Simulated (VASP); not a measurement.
# SiO (F-43m) in VASP: a series of runs, part 2 of 2

VASP 6.6.1. Earlier steps stand in the parts before.

**4. Single point, PBE-based screened hybrid with 10 % exact exchange**

File POSCAR:

```
SiO
1.0
    0.0000000000      2.4336400000      2.4336400000
    2.4336400000      0.0000000000      2.4336400000
    2.4336400000      2.4336400000      0.0000000000
Si O
1 1
Direct
    0.7500000000      0.7500000000      0.7500000000
    0.0000000000      0.0000000000      0.0000000000
```

File INCAR.step1:

```
SYSTEM = SiO
ALGO     = Normal         ! electronic algorithm
EDIFF    = 1E-5           ! SCF threshold, eV
ENCUT    = 520            ! plane-wave cutoff, eV
GGA      = PE             ! functional
ISIF     = 2              ! what is computed and relaxed
ISMEAR   = -1             ! smearing method
LASPH    = .TRUE.         ! aspherical terms in the spheres
LCHARG   = .FALSE.        ! write CHGCAR
LREAL    = .FALSE.        ! projectors in reciprocal space
LWAVE    = .TRUE.         ! write WAVECAR
NBANDS   = 12             ! bands
NELM     = 100            ! most SCF steps
PREC     = Accurate       ! precision mode
SIGMA    = 0.05           ! smearing width, eV
```

File INCAR.step2:

```
SYSTEM = SiO
AEXX     = 0.1            ! exact-exchange fraction
ALGO     = Normal         ! electronic algorithm
EDIFF    = 1E-6           ! SCF threshold, eV
ENCUT    = 520            ! plane-wave cutoff, eV
GGA      = PE             ! functional
HFSCREEN = 0.2078699      ! screening, 1/A
ISIF     = 2              ! what is computed and relaxed
ISMEAR   = -1             ! smearing method
ISTART   = 1            
LASPH    = .TRUE.         ! aspherical terms in the spheres
LCHARG   = .FALSE.        ! write CHGCAR
LHFCALC  = .TRUE.         ! exact exchange
LREAL    = .FALSE.        ! projectors in reciprocal space
LWAVE    = .FALSE.        ! write WAVECAR
NBANDS   = 12             ! bands
NELM     = 100            ! most SCF steps
PREC     = Accurate       ! precision mode
PRECFOCK = Normal       
SIGMA    = 0.05           ! smearing width, eV
```

File KPOINTS:

```
k-points
0
G
  5 5 5
  0 0 0
```

Potentials or basis: VASP PAW PBE potentials, release 64 (Si, O).

Started as:

```sh
cat potpaw_PBE.64/Si/POTCAR potpaw_PBE.64/O/POTCAR > POTCAR
cp INCAR.step1 INCAR
mpirun -np 1 vasp_std > vasp.out
cp INCAR.step2 INCAR
mpirun -np 1 vasp_std > vasp.out
```

OUTCAR:

```text
SYSTEM = SiO
   AEXX = 0.1
   EDIFF = 1E-6
   ENCUT = 520
   GGA = PE
   HFSCREEN = 0.2078699
   ISIF = 2
   ISMEAR = -1
   ISTART = 1
   LASPH = .TRUE.
   LHFCALC = .TRUE.
   LREAL = .FALSE.
   NELM = 100
   PREC = Accurate
   PRECFOCK = Normal

 ion  position               nearest neighbor table
   1  0.750  0.750  0.750-   2 2.11   2 2.11   2 2.11   2 2.11
   2  0.000  0.000  0.000-   1 2.11   1 2.11   1 2.11   1 2.11

  LATTYP: Found a face centered cubic cell.
 ALAT       =     4.8672800000

  Lattice vectors:

 A1 = (   0.0000000000,   2.4336400000,   2.4336400000)
 A2 = (   2.4336400000,   0.0000000000,   2.4336400000)
 A3 = (   2.4336400000,   2.4336400000,   0.0000000000)

Analysis of symmetry for initial positions (statically):
=====================================================================
 Subroutine PRICEL returns:
 Original cell was already a primitive cell.

 Routine SETGRP: Setting up the symmetry group for a
 face centered cubic supercell.

 Subroutine GETGRP returns: Found 24 space group operations
 (whereof 24 operations were pure point group operations)
 out of a pool of 48 trial point group operations.

The static configuration has the point symmetry T_d .

Analysis of symmetry for dynamics (positions and initial velocities):
=====================================================================
 Subroutine PRICEL returns:
 Original cell was already a primitive cell.

 Routine SETGRP: Setting up the symmetry group for a
 face centered cubic supercell.

 Subroutine GETGRP returns: Found 24 space group operations
 (whereof 24 operations were pure point group operations)
 out of a pool of 48 trial point group operations.

The dynamic configuration has the point symmetry T_d .

 Subroutine INISYM returns: Found 24 space group operations
 (whereof 24 operations are pure point group operations),
 and found     1 'primitive' translations

----------------------------------------------------------------------------------------
[... 114 lines left out ...]
   IVDW    =     0    specifies the selected vdW correction
   LEPSILON=     F    determine dielectric tensor
   LRPA    =     F    only Hartree local field effects (RPA)
 non-spin polarized calculation
  energy-cutoff  :      520.00
  volume of cell :       28.83
 maximum number of plane-waves:       794
 NGX is ok and might be reduce to    28
  NGX = 20; NGY = 20; NGZ = 20

 number of electron      10.0000002 magnetization

 Free energy of the ion-electron system (eV)
  ---------------------------------------------------
  ext. energy  EPLUGINS =         0.00000000
  ---------------------------------------------------
  free energy    TOTEN  =       -11.92621089 eV

  energy without entropy =      -11.91760562  energy(sigma->0) =      -11.92190826

 E-fermi :   6.2429     XC(G=0):  -9.2532

 val. band max:        6.1231936380   @ k =  -0.4000   0.4000   0.2000
 cond. band min:       6.2775125042   @ k =   0.4000   0.4000   0.0000
 fundamental gap:      0.1543188662
 Fermi energy:         6.2429248643

 k-point     1 :       0.0000    0.0000    0.0000
  band No.  band energies     occupation
      1     -15.6449      2.00000
      2      -0.1944      2.00000
      3       0.5859      2.00000
      4       0.5859      2.00000
      5       0.5859      2.00000
      6      10.2203      0.00000
      7      10.2203      0.00000
      8      10.2203      0.00000
      9      16.9258      0.00000
     10      18.1727      0.00000
     11      18.1727      0.00000
     12      18.8861      0.00000
[... 121 lines left out ...]
 k-point    10 :      -0.4000    0.4000    0.2000
  band No.  band energies     occupation
      1     -14.8302      2.00000
      2      -3.4456      2.00000
      3      -1.3481      2.00000
      4      -0.6502      2.00000
      5       6.1232      1.83283
      6       7.0916      0.00000
      7       9.4309      0.00000
      8      11.4508      0.00000
      9      13.8710      0.00000
     10      18.1778      0.00000
     11      19.1770      0.00000
     12      22.2141      0.00000

------------------------ aborting loop because EDIFF is reached ----------------------------------------

  FORCE on cell =-STRESS in cart. coord.  units (eV):
  Direction    XX          YY          ZZ          XY          YZ          ZX
  --------------------------------------------------------------------------------------
  -------------------------------------------------------------------------------------
  Total       -0.0341480     -0.0341480     -0.0341480      0.0000000      0.0000000      0.0000000
  in kB       -1.8979132     -1.8979132     -1.8979132      0.0000000      0.0000000      0.0000000
  external PRESSURE =      -1.8979132 kB  Pullay stress =       0.0000000 kB

 VOLUME and BASIS-vectors are now :
 -----------------------------------------------------------------------------
  energy-cutoff  :      520.00
  volume of cell :       28.83
      direct lattice vectors                 reciprocal lattice vectors
     0.000000000  2.433640000  2.433640000    -0.205453559  0.205453559  0.205453559
     2.433640000  0.000000000  2.433640000     0.205453559 -0.205453559  0.205453559
     2.433640000  2.433640000  0.000000000     0.205453559  0.205453559 -0.205453559

 POSITION                                       TOTAL-FORCE (eV/Angst)
 -----------------------------------------------------------------------------------
      3.65046      3.65046      3.65046        -0.000000     -0.000000     -0.000000
      0.00000      0.00000      0.00000         0.000000      0.000000      0.000000
 -----------------------------------------------------------------------------------
    total drift:                               -0.000000      0.000000      0.000001

  FREE ENERGIE OF THE ION-ELECTRON SYSTEM (eV)
  ---------------------------------------------------
  free  energy   TOTEN  =       -11.9262108929 eV

  energy  without entropy=      -11.9176056226  energy(sigma->0) =      -11.92190826
```

OSZICAR.step1:

```text
N       E                     dE             d eps       ncg     rms          rms(c)
DAV:   1     0.165266504676E+02    0.16527E+02   -0.44662E+03   240   0.718E+02
DAV:   2    -0.113831638755E+02   -0.27910E+02   -0.26466E+02   316   0.121E+02
DAV:   3    -0.123115204826E+02   -0.92836E+00   -0.92633E+00   304   0.203E+01
DAV:   4    -0.123147317567E+02   -0.32113E-02   -0.32110E-02   268   0.146E+00
DAV:   5    -0.123147535413E+02   -0.21785E-04   -0.21785E-04   304   0.116E-01    0.750E+00
DAV:   6    -0.112298375189E+02    0.10849E+01   -0.15920E+01   268   0.206E+01    0.443E+00
DAV:   7    -0.110085882685E+02    0.22125E+00   -0.15482E+00   276   0.673E+00    0.152E+00
DAV:   8    -0.110012077332E+02    0.73805E-02   -0.10367E-01   264   0.264E+00    0.487E-01
DAV:   9    -0.109995842340E+02    0.16235E-02   -0.52276E-03   268   0.500E-01    0.165E-01
DAV:  10    -0.109996580836E+02   -0.73850E-04   -0.44686E-04   268   0.153E-01    0.470E-02
DAV:  11    -0.109996451255E+02    0.12958E-04   -0.21141E-05   280   0.383E-02    0.830E-03
DAV:  12    -0.109996459442E+02   -0.81868E-06   -0.44685E-06   184   0.139E-02
   1 F= -.10999646E+02 E0= -.10994221E+02  d E =-.108508E-01
```

It took 3.4 min on 1 thread of Intel Xeon Platinum 8259CL at 2.50GHz (Skylake/Cascade Lake), shared host; peak memory 0.26 GiB.

What came out:

| Quantity | Value |
| --- | --- |
| Free energy | -11.9262 eV |
| Pressure | -0.2 GPa |
| Band gap on the k mesh | 0.15 eV (least direct gap 0.97 eV) |

Caveat: the k points lie up to 0.45 Å⁻¹ apart; the PAW data sets were made with another functional, which shifts forces and pressure a little; an odd mesh through Γ misses points on the zone boundary, where band edges can lie.

**5. Single point, PBE-based screened hybrid with 15 % exact exchange**

POSCAR is that of step 4.

File INCAR.step1:

```
SYSTEM = SiO
  PREC = Accurate
  ENCUT = 520
  EDIFF = 1E-5
  ISMEAR = -1
  SIGMA = 0.05
  LREAL = .FALSE.
  LASPH = .TRUE.
  NELM = 80
  ALGO = Normal
  ISIF = 2
  LWAVE = .TRUE.
  LCHARG = .FALSE.
  NBANDS = 12
  GGA = PE
```

File INCAR.step2:

```
SYSTEM = SiO
  PREC = Accurate
  ENCUT = 520
  EDIFF = 1E-6
  ISMEAR = -1
  SIGMA = 0.05
  LREAL = .FALSE.
  LASPH = .TRUE.
  NELM = 80
  ALGO = Normal
  ISIF = 2
  LWAVE = .FALSE.
  LCHARG = .FALSE.
  GGA = PE
  LHFCALC = .TRUE.
  AEXX = 0.15
  HFSCREEN = 0.2078699
  PRECFOCK = Normal
  NBANDS = 12
  ISTART = 1
```

File KPOINTS:

```
Automatic mesh
0
G
  5 5 5
  0 0 0
```

Started as:

```sh
cat potpaw_PBE.64/Si/POTCAR potpaw_PBE.64/O/POTCAR > POTCAR
cp INCAR.step1 INCAR
mpirun -np 1 vasp_std > vasp.out
cp INCAR.step2 INCAR
mpirun -np 1 vasp_std > vasp.out
```

Wall time 3.5 min (1 thread of Intel Xeon Platinum 8259CL at 2.50GHz (Skylake/Cascade Lake), shared host); peak memory 0.25 GiB.

Results (log left out):

| Item | Value |
| --- | --- |
| Free energy | -12.3965 eV |
| Pressure | -0.6 GPa |
| Band gap on the k mesh | 0.19 eV (least direct gap 1.05 eV) |

Levels at points of the mesh, in eV from the valence-band top:
| k point | band 2 | band 3 | band 4 | band 5 | band 6 | band 7 | band 8 | band 9 |
| --- | --- | --- | --- | --- | --- | --- | --- | --- |
| (0.00, 0.00, 0.00) | -6.50 | -5.71 | -5.71 | -5.71 | 4.26 | 4.26 | 4.26 | 10.96 |

Caveat: the k points lie up to 0.45 Å⁻¹ apart; the PAW data sets were made with another functional, which shifts forces and pressure a little; an odd mesh through Γ misses points on the zone boundary, where band edges can lie.

**6. Single point, PBE-based screened hybrid with 25 % exact exchange**

POSCAR is that of step 5.

File INCAR.step1:

```
SYSTEM = SiO
PREC = Accurate
ENCUT = 520
EDIFF = 1E-5
ISMEAR = -1
SIGMA = 0.05
LREAL = .False.
LASPH = .True.
NELM = 80
ALGO = Normal
ISIF = 2
LWAVE = .True.
LCHARG = .False.
GGA = PE
NBANDS = 12
```

File INCAR.step2:

```
SYSTEM = SiO
PREC = Accurate
ENCUT = 520
EDIFF = 1E-7
ISMEAR = -1
SIGMA = 0.05
LREAL = .False.
LASPH = .True.
NELM = 80
ALGO = Normal
ISIF = 2
LWAVE = .False.
LCHARG = .False.
GGA = PE
LHFCALC = .True.
AEXX = 0.25
HFSCREEN = 0.2078699
PRECFOCK = Normal
ISTART = 1
NBANDS = 12
```

File KPOINTS:

```
regular mesh
0
Gamma
  5 5 5
  0 0 0
```

Potentials or basis: VASP PAW PBE potentials, release 64 (Si, O).

Started as:

```sh
cat potpaw_PBE.64/Si/POTCAR potpaw_PBE.64/O/POTCAR > POTCAR
cp INCAR.step1 INCAR
mpirun -np 1 vasp_std > vasp.out
cp INCAR.step2 INCAR
mpirun -np 1 vasp_std > vasp.out
```

It took 4.6 min on 1 thread of Intel Xeon Platinum 8259CL at 2.50GHz (Skylake/Cascade Lake), shared host; peak memory 0.25 GiB.

The run converged. Its results:

```
Free energy            : -13.3508 eV
Pressure               : -1.2 GPa
Band gap on the k mesh : 0.28 eV (least direct gap 1.07 eV)
```

Levels at points of the mesh, in eV from the valence-band top:
```tsv
k point	band 3	band 4	band 5	band 6	band 7	band 8
(0.00, 0.00, 0.00)	-6.06	-6.06	-6.06	4.59	4.59	4.59
```

Caveat: the k points lie up to 0.45 Å⁻¹ apart; the PAW data sets were made with another functional, which shifts forces and pressure a little; an odd mesh through Γ misses points on the zone boundary, where band edges can lie.

**7. The runs side by side**

```csv
level,share of exact exchange,gap on the mesh (eV),pressure (GPa)
PBE-based screened hybrid with 10 % exact exchange,0.1,0.15,-0.2
PBE-based screened hybrid with 15 % exact exchange,0.15,0.19,-0.6
PBE-based screened hybrid with 25 % exact exchange,0.25,0.28,-1.2
```

Alike in all rows: task single point; potentials or basis VASP PAW PBE potentials, release 64 (Si, O); no spin polarisation; cell as given; k mesh 5 × 5 × 5; cutoff (eV) 520; smearing fermi-dirac 0.05 eV.

Caveats: all runs use coarse meshes; the PAW data sets were made with another functional, which shifts forces and pressure a little; an odd mesh through Γ misses points on the zone boundary, where band edges can lie.

Absolute energies hang on the potentials; compare differences alone.
